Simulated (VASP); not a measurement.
Crystal: InSe2.

```xyz
6
Lattice="3.8949 0.0000 0.0000 0.0000 3.8949 0.0000 0.0000 0.0000 9.6262" Properties=species:S:1:pos:R:3 pbc="T T T"
In    0.0000    1.9474    6.8006
In    1.9474    0.0000    2.8256
Se    0.0000    1.9474    3.5252
Se    1.9474    0.0000    6.1010
Se    0.0000    0.0000    0.0000
Se    1.9474    1.9474    0.0000
```

Program: VASP 6.6.1. Alike in all runs: task single point; level PBE; potentials or basis VASP PAW PBE potentials, release 64 (In_d, Se); no spin polarisation; cell as given; cutoff (eV) 520. Hardware: 1 thread of Intel Xeon 6975P-C (shared host).

Q: Order these runs on this cell by their wall time, lowest first.
A. k mesh 6 × 6 × 2, shifted; smearing gaussian 0.1 eV
B. k mesh 10 × 10 × 4; smearing gaussian 0.01 eV
C. k mesh 8 × 8 × 4, shifted; smearing gaussian 0.1 eV

A: A (54 s), C (130 s), B (340 s).
